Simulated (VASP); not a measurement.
# Sn3Se (Fm-3m) in VASP: a series of runs

The runs below take Sn3Se through density of states, vibrations by perturbation theory, with PBEsol.

Program: VASP 6.6.1. These are calculated values, not measurements. Logs are shortened: lines on timing, memory, paths and dates and some standing lists are left out, and cuts for length are marked.

**1. The cell of the first run**

It takes space group Fm-3m (No. 225, cubic). The conventional cell has a = 7.466 Å, b = 7.466 Å, c = 7.466 Å, α = 90.00°, β = 90.00°, γ = 90.00°. Within 4.3 Å of Sn (site symmetry m-3m) lie 8 Sn at 3.23 Å and 6 Se at 3.73 Å. Within 4.3 Å of Sn (site symmetry -43m) lie 10 Sn at 3.23 to 3.73 Å and 4 Se at 3.23 Å. Se (site symmetry m-3m) has 14 Sn at 3.23 to 3.73 Å within 4.3 Å.

**2. Density of states, PBEsol**

Contents of POSCAR:

```
Sn3Se
1.0
    0.0000000000      3.7331380000      3.7331380000
    3.7331380000      0.0000000000      3.7331380000
    3.7331380000      3.7331380000      0.0000000000
Sn Se
3 1
Direct
    0.5000000000      0.5000000000      0.5000000000
    0.7500000000      0.7500000000      0.7500000000
    0.2500000000      0.2500000000      0.2500000000
    0.0000000000      0.0000000000      0.0000000000
```

Contents of INCAR.step1:

```
SYSTEM = Sn3Se
  PREC = Accurate
  ENCUT = 520
  EDIFF = 1E-6
  ISMEAR = -1
  SIGMA = 0.05
  LREAL = .False.
  LASPH = .True.
  NELM = 80
  ALGO = Normal
  ISIF = 2
  LWAVE = .False.
  LCHARG = .True.
  GGA = PS
  NBANDS = 32
```

Contents of KPOINTS.step1:

```
Automatic mesh
0
Gamma
  6 6 6
  0 0 0
```

Contents of INCAR.step2:

```
SYSTEM = Sn3Se
  PREC = Accurate
  ENCUT = 520
  EDIFF = 1E-6
  ISMEAR = -5
  SIGMA = 0.05
  LREAL = .False.
  LASPH = .True.
  NELM = 80
  ALGO = Normal
  ISIF = 2
  LWAVE = .False.
  LCHARG = .False.
  GGA = PS
  LORBIT = 11
  NBANDS = 32
  NEDOS = 1001
  ICHARG = 11
```

Contents of KPOINTS.step2:

```
Automatic mesh
0
Gamma
  9 9 9
  0 0 0
```

Potentials or basis: VASP PAW PBE potentials, release 64 (Sn_d, Se).

Launch:

```
> cat potpaw_PBE.64/Sn_d/POTCAR potpaw_PBE.64/Se/POTCAR > POTCAR
> cp INCAR.step1 INCAR
> cp KPOINTS.step1 KPOINTS
> mpirun -np 1 vasp_std > vasp.out
> cp INCAR.step2 INCAR
> cp KPOINTS.step2 KPOINTS
> mpirun -np 1 vasp_std > vasp.out
```

OUTCAR:

```text
SYSTEM = Sn3Se
   PREC = Accurate
   ENCUT = 520
   EDIFF = 1E-6
   ISMEAR = -5
   LREAL = .False.
   LASPH = .True.
   NELM = 80
   ISIF = 2
   GGA = PS
   LORBIT = 11
   ICHARG = 11

 ion  position               nearest neighbor table
   1  0.500  0.500  0.500-   3 3.23   3 3.23   3 3.23   2 3.23   2 3.23   2 3.23   3 3.23   2 3.23

   2  0.750  0.750  0.750-   1 3.23   1 3.23   1 3.23   4 3.23   4 3.23   4 3.23   4 3.23   1 3.23
                             3 3.73   3 3.73   3 3.73   3 3.73   3 3.73   3 3.73
   3  0.250  0.250  0.250-   4 3.23   4 3.23   4 3.23   1 3.23   1 3.23   1 3.23   4 3.23   1 3.23
                             2 3.73   2 3.73   2 3.73   2 3.73   2 3.73   2 3.73
   4  0.000  0.000  0.000-   2 3.23   2 3.23   2 3.23   3 3.23   3 3.23   3 3.23   3 3.23   2 3.23

  LATTYP: Found a face centered cubic cell.
 ALAT       =     7.4662760000

  Lattice vectors:

 A1 = (   0.0000000000,   3.7331380000,   3.7331380000)
 A2 = (   3.7331380000,   0.0000000000,   3.7331380000)
 A3 = (   3.7331380000,   3.7331380000,   0.0000000000)

Analysis of symmetry for initial positions (statically):
=====================================================================
 Subroutine PRICEL returns:
 Original cell was already a primitive cell.

 Routine SETGRP: Setting up the symmetry group for a
 face centered cubic supercell.

 Subroutine GETGRP returns: Found 48 space group operations
 (whereof 48 operations were pure point group operations)
 out of a pool of 48 trial point group operations.

The static configuration has the point symmetry O_h .

Analysis of symmetry for dynamics (positions and initial velocities):
=====================================================================
 Subroutine PRICEL returns:
 Original cell was already a primitive cell.

 Routine SETGRP: Setting up the symmetry group for a
 face centered cubic supercell.

 Subroutine GETGRP returns: Found 48 space group operations
 (whereof 48 operations were pure point group operations)
 out of a pool of 48 trial point group operations.

The dynamic configuration has the point symmetry O_h .

 Subroutine INISYM returns: Found 48 space group operations
 (whereof 48 operations are pure point group operations),
 and found     1 'primitive' translations

----------------------------------------------------------------------------------------

                                     Primitive cell

  volume of cell :     104.0524

  direct lattice vectors                    reciprocal lattice vectors
     0.000000000  3.733138000  3.733138000    -0.133935579  0.133935579  0.133935579
     3.733138000  0.000000000  3.733138000     0.133935579 -0.133935579  0.133935579
     3.733138000  3.733138000  0.000000000     0.133935579  0.133935579 -0.133935579

  length of vectors
     5.279454390  5.279454390  5.279454390     0.231983228  0.231983228  0.231983228

  position of ions in fractional coordinates (direct lattice)
     0.500000000  0.500000000  0.500000000
     0.750000000  0.750000000  0.750000000
     0.250000000  0.250000000  0.250000000
     0.000000000  0.000000000  0.000000000

  ion indices of the primitive-cell ions
   primitive index   ion index
                 1           1
                 2           2
                 3           3
                 4           4

----------------------------------------------------------------------------------------

 KPOINTS: Automatic mesh

Automatic generation of k-mesh.
 Grid dimensions read from file:
 generate k-points for:    9    9    9

 Generating k-lattice:

  Cartesian coordinates                     Fractional coordinates (reciprocal lattice)
    -0.014881731  0.014881731  0.014881731     0.111111111  0.000000000  0.000000000
     0.014881731 -0.014881731  0.014881731     0.000000000  0.111111111  0.000000000
     0.014881731  0.014881731 -0.014881731     0.000000000  0.000000000  0.111111111

  Length of vectors
     0.025775914  0.025775914  0.025775914

  Shift w.r.t. Gamma in fractional coordinates (k-lattice)
     0.000000000  0.000000000  0.000000000

 TETIRR: Found    115 inequivalent tetrahedra from     4374

 Subroutine IBZKPT returns following result:
 ===========================================

 Found     35 irreducible k-points:

 Following reciprocal coordinates:
            Coordinates               Weight
  0.000000  0.000000  0.000000      1.000000
  0.111111  0.000000  0.000000      8.000000
  0.222222  0.000000  0.000000      8.000000
  0.333333  0.000000  0.000000      8.000000
  0.444444  0.000000  0.000000      8.000000
  0.111111  0.111111  0.000000      6.000000
[... 16 lines left out ...]
 -0.333333  0.333333  0.000000     12.000000
  0.444444  0.444444  0.000000      6.000000
 [... further k-points ...]
   k-points           NKPTS =     35   k-points in BZ     NKDIM =     35   number of bands    NBANDS=     32
   number of dos      NEDOS =   1001   number of ions     NIONS =      4
   total plane-waves  NPLWV =  64000
   dimension x,y,z NGX =    40 NGY =   40 NGZ =   40
   dimension x,y,z NGXF=    80 NGYF=   80 NGZF=   80
   ions per type =               3   1
   NGX,Y,Z   is equivalent  to a cutoff of  12.60, 12.60, 12.60 a.u.
   NGXF,Y,Z  is equivalent  to a cutoff of  25.19, 25.19, 25.19 a.u.
 SYSTEM =  Sn3Se
   PREC   = accura    normal or accurate (medium, high low for compatibility)
   ISTART =      0    job   : 0-new  1-cont  2-samecut
   ICHARG =     11    charge: 1-file 2-atom 10-const
   ISPIN  =      1    spin polarized calculation?
   LNONCOLLINEAR =      F non collinear calculations
   LSORBIT =      F    spin-orbit coupling
   LASPH  =      T    aspherical Exc in radial PAW
   ENCUT  =  520.0 eV  38.22 Ry    6.18 a.u.   9.82  9.82  9.82*2*pi/ulx,y,z
   NELM   =     80;   NELMIN=  2; NELMDL=  0     # of ELM steps
   EDIFF  = 0.1E-05   stopping-criterion for ELM
   LREAL  =      F    real-space projection
   EDIFFG = 0.1E-04   stopping-criterion for IOM
   NSW    =      0    number of steps for IOM
   IBRION =     -1    ionic relax: 0-MD 1-quasi-New 2-CG
   NFREE  =      0    steps in history (QN), initial steepest desc. (CG)
   ISIF   =      2    stress and relaxation
   ISYM   =      2    0-nonsym 1-usesym 2-fastsym
   POTIM  = 0.5000    time-step for ionic-motion
   TEBEG  =    0.0;   TEEND  =   0.0 temperature during run
   PSTRESS=    0.0 pullay stress
   NELECT =      48.0000    total number of electrons
   NUPDOWN=      -1.0000    fix difference up-down
   EMIN   =  10.00;   EMAX   =-10.00  energy-range for DOS
   EFERMI =   0.00;   METHOD = LEGACY
   ISMEAR =    -5;   SIGMA  =   0.05  broadening in eV -4-tet -1-fermi 0-gaus
   EFERMI_NEDOS =   21; number of points for ismear=-14 and -15
   IALGO  =     38    algorithm
   IMIX   =      4    mixing-type and parameters
     AMIX     =   0.40;   BMIX     =  1.00
     AMIX_MAG =   1.60;   BMIX_MAG =  1.00
  volume/ion in A,a.u.               =      26.01       175.55
  Fermi-wavevector in a.u.,A,eV,Ry     =   1.264944  2.390397 21.770445  1.600083
  Thomas-Fermi vector in A             =   2.398223
   LORBIT       =     11    0 simple, 1 ext, 2 COOP (PROOUT), +10 PAW based schemes
   GGA     = PS    functional components
   LHFCALC =     F    Hartree Fock is set to
   AEXX    =    0.0000 exact exchange contribution
   IVDW    =     0    specifies the selected vdW correction
   LEPSILON=     F    determine dielectric tensor
   LRPA    =     F    only Hartree local field effects (RPA)
 non-spin polarized calculation
 Fermi weights with tetrahedron method with Bloechl corrections
  energy-cutoff  :      520.00
  volume of cell :      104.05
 maximum number of plane-waves:      2822

 number of electron      48.0000025 magnetization

 Free energy of the ion-electron system (eV)
  ---------------------------------------------------
  ext. energy  EPLUGINS =         0.00000000
  ---------------------------------------------------
  free energy    TOTEN  =       -16.60744147 eV

  energy without entropy =      -16.60744147  energy(sigma->0) =      -16.60744147

 E-fermi :   7.0625     XC(G=0): -10.4340

 val. band max:        7.1168155433   @ k =   0.2222   0.0000   0.0000
 cond. band min:       6.9866450041   @ k =  -0.4444   0.1111   0.0000
 fundamental gap:     -0.1301705392
 Fermi energy:         7.0624862571

 k-point     1 :       0.0000    0.0000    0.0000
  band No.  band energies     occupation
      1     -14.4356      2.00000
      2     -14.4356      2.00000
      3     -14.4052      2.00000
      4     -14.4052      2.00000
      5     -14.4052      2.00000
      6     -14.3913      2.00000
[... 24 lines left out ...]
     31      13.6056      0.00000
     32      13.6056      0.00000

 k-point     2 :       0.1111    0.0000    0.0000
  band No.  band energies     occupation
      1     -14.4323      2.00000
      2     -14.4323      2.00000
      3     -14.4111      2.00000
      4     -14.4068      2.00000
      5     -14.4068      2.00000
      6     -14.3904      2.00000
[... 24 lines left out ...]
     31      12.8626      0.00000
     32      13.4670      0.00000

 k-point     3 :       0.2222    0.0000    0.0000
  band No.  band energies     occupation
      1     -14.4229      2.00000
      2     -14.4229      2.00000
      3     -14.4158      2.00000
      4     -14.4103      2.00000
      5     -14.4103      2.00000
      6     -14.3886      2.00000
[... 24 lines left out ...]
     31      12.2468      0.00000
     32      13.1119      0.00000

 k-point     4 :       0.3333    0.0000    0.0000
  band No.  band energies     occupation
      1     -14.4140      2.00000
      2     -14.4140      2.00000
      3     -14.4134      2.00000
      4     -14.4090      2.00000
      5     -14.4090      2.00000
      6     -14.3870      2.00000
[... 654 lines left out ...]
     31      12.0843      0.00000
     32      14.2257      0.00000

 k-point    23 :      -0.3333    0.3333    0.0000
  band No.  band energies     occupation
      1     -14.4164      2.00000
      2     -14.4152      2.00000
      3     -14.4054      2.00000
      4     -14.4048      2.00000
      5     -14.3987      2.00000
      6     -14.3974      2.00000
[... 24 lines left out ...]
     31      12.8770      0.00000
     32      15.2231      0.00000

 k-point    24 :       0.4444    0.4444    0.0000
  band No.  band energies     occupation
      1     -14.4220      2.00000
      2     -14.4197      2.00000
      3     -14.4197      2.00000
      4     -14.4180      2.00000
      5     -14.4002      2.00000
      6     -14.3853      2.00000
[... 24 lines left out ...]
     31      12.0729      0.00000
     32      12.9291      0.00000

 [... further k-points ...]
[... 5 lines left out ...]
  --------------------------------------------------------------------------------------
  -------------------------------------------------------------------------------------
  Total       -1.9349294     -1.9349294     -1.9349294      0.0000000      0.0000000      0.0000000
  in kB      -29.7936415    -29.7936415    -29.7936415      0.0000000      0.0000000      0.0000000
  external PRESSURE =     -29.7936415 kB  Pullay stress =       0.0000000 kB

 VOLUME and BASIS-vectors are now :
 -----------------------------------------------------------------------------
  energy-cutoff  :      520.00
  volume of cell :      104.05
      direct lattice vectors                 reciprocal lattice vectors
     0.000000000  3.733138000  3.733138000    -0.133935579  0.133935579  0.133935579
     3.733138000  0.000000000  3.733138000     0.133935579 -0.133935579  0.133935579
     3.733138000  3.733138000  0.000000000     0.133935579  0.133935579 -0.133935579

 POSITION                                       TOTAL-FORCE (eV/Angst)
 -----------------------------------------------------------------------------------
      3.73314      3.73314      3.73314         0.000000      0.000000      0.000000
      5.59971      5.59971      5.59971        -0.000000     -0.000000     -0.000000
      1.86657      1.86657      1.86657         0.000000      0.000000     -0.000000
      0.00000      0.00000      0.00000         0.000000      0.000000      0.000000
 -----------------------------------------------------------------------------------
    total drift:                               -0.000000     -0.000000      0.000000

  FREE ENERGIE OF THE ION-ELECTRON SYSTEM (eV)
  ---------------------------------------------------
  free  energy   TOTEN  =       -16.6074414681 eV

  energy  without entropy=      -16.6074414681  energy(sigma->0) =      -16.60744147

 total charge

# of ion       s       p       d       tot
------------------------------------------
    1        1.259   0.936   9.966  12.161
    2        1.313   0.783   9.979  12.075
    3        1.313   0.783   9.979  12.075
    4        1.503   2.191   0.030   3.723
--------------------------------------------------
tot          5.387   4.692  29.955  40.034
```

It took 2 min on 1 thread of Intel Xeon 6975P-C, shared host; peak memory 0.28 GiB.

What came out:

* Valence electrons inside the program's atomic spheres: Sn 12.16, 12.07; Se 3.72

Levels at points of the mesh, in eV from the Fermi level:
| k point | band 20 | band 21 | band 22 | band 23 | band 24 | band 25 | band 26 | band 27 | band 28 | band 29 |
| --- | --- | --- | --- | --- | --- | --- | --- | --- | --- | --- |
| (0.00, 0.00, 0.00) | -2.86 | -2.86 | -2.86 | -1.31 | -1.31 | -1.31 | -0.55 | -0.55 | -0.55 | 4.07 |

Caveat: the PAW data sets were made with another functional, which shifts forces and pressure a little; spin-orbit coupling is left out, which moves the levels of the heavy elements; tetrahedron occupations give inexact forces and stress in metals.

(Part 1 of 2 ends here.)
